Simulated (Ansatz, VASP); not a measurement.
One calculation of C, two programs

The input INCAR:

```
PREC = Accurate
ENCUT = 520
EDIFF = 1E-6
ISMEAR = 0
SIGMA = 0.05
LREAL = F
LASPH = T
NELM = 60
ALGO = Normal
ISIF = 2
LWAVE = F
LCHARG = F
GGA = PE
NBANDS = 11
```

Contents of KPOINTS:

```
regular mesh
0
Gamma
  12 12 12
```

Contents of POSCAR:

```
C
1.0
    0.0000000000      1.7149456054      1.8435665258
    1.7149456054      0.0000000000      1.8435665258
    1.7149456054      1.7149456054      0.0000000000
C
2
Direct
    0.5000000000      0.5000000000      0.5000000000
    0.7500000000      0.7500000000      0.7500000000
```

Input for Ansatz:

```yaml
crystal:
  lattice:
    - [0.0, 1.7149456054, 1.8435665258]
    - [1.7149456054, 0.0, 1.8435665258]
    - [1.7149456054, 1.7149456054, 0.0]
  atoms:
    - { symbol: C, position: [0.5, 0.5, 0.5] }
    - { symbol: C, position: [0.75, 0.75, 0.75] }
basis:
  ecutwfc: 520.0
kpoints:
  mp_grid: { grid: [12, 12, 12] }
hamiltonian:
  xc: pbe
  pseudopotentials: { kind: paw, azcp: { folder: soft_1 } }
scf:
  occupations: { method: gaussian, width: 0.05 }
output:
  forces: true
  stress: true
  eigenvalues: true
```

Alike in both runs: task single point; functional PBE; k mesh 12 × 12 × 12; occupations gaussian, width 0.05 eV; no spin polarisation.

|  | VASP | Ansatz |
| --- | --- | --- |
| version | VASP 6.6.1 | Ansatz 0.2.0 |
| potentials or method | VASP PAW PBE potentials, release 64 (C), cutoff 520 eV | scalar-relativistic, plane waves, PAW |
| valence electrons in the cell | 8 | 8 |

VASP gave:

| Quantity | Value |
| --- | --- |
| gap on the k mesh at the Fermi level (eV) | 3.32 |
| least direct gap on the mesh (eV) | 5.05 |
| pressure (GPa) | 24.2 |
| traceless stress, the component that is largest in VASP (GPa) | -50.48 |

Q: Estimate Ansatz's values.

A: gap on the k mesh at the Fermi level (eV): 3.33; least direct gap on the mesh (eV): 5.06; pressure (GPa): 23.4; traceless stress, the component that is largest in VASP (GPa): -50.50.
